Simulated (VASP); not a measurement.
Wanted: the native input for a VASP 6.6.1 run.

- Task: single point
- Functional: LDA
- Potentials or basis: VASP PAW LDA potentials, release 64 (Na_pv, Ti_sv, O)
- Cutoff: 520 eV
- k mesh: 6 × 6 × 6
- Occupations: methfessel-paxton, width 0.1 eV
- Spin: no spin polarisation
- Dipole correction: no
- Further INCAR settings: ALGO = Normal; EDIFF = 1e-06; NBANDS = 26

The structure of NaTiO3 lies in POSCAR:

```
NaTiO3
1.0
    4.0037373396      0.0000000000      0.0000000000
    0.0000000000      4.0037373396      0.0000000000
    0.0000000000      0.0000000000      4.0037373396
Na Ti O
1 1 3
Direct
    0.0000000000      0.0000000000      0.0000000000
    0.5000000000      0.5000000000      0.5000000000
    0.5000000000      0.5000000000      0.0000000000
    0.5000000000      0.0000000000      0.5000000000
    0.0000000000      0.5000000000      0.5000000000
```

These files were run (other wordings do the same):

INCAR

```
PREC = Accurate ; ENCUT = 520
EDIFF = 1E-6 ; ISMEAR = 1
SIGMA = 0.1 ; LREAL = False
LASPH = True ; NELM = 100
ALGO = Normal ; ISIF = 2
LWAVE = False ; LCHARG = False
NBANDS = 26
```

KPOINTS

```
regular mesh
0
Gamma
  6 6 6
```

Potentials or basis: VASP PAW LDA potentials, release 64 (Na_pv, Ti_sv, O).

Run with:

```console
$ cat potpaw_LDA.64/Na_pv/POTCAR potpaw_LDA.64/Ti_sv/POTCAR potpaw_LDA.64/O/POTCAR > POTCAR
$ mpirun -np 1 vasp_std > vasp.out
```

It gave:

```yaml
Pressure: -18.5 GPa
```

Caveat: an odd number of electrons without spin polarisation forces a metal; a magnetic or distorted state may lie lower.

It took 16 s on 1 thread of Intel(R) Xeon(R) 6975P-C (Granite Rapids), on a shared host, peak memory 0.16 GiB.
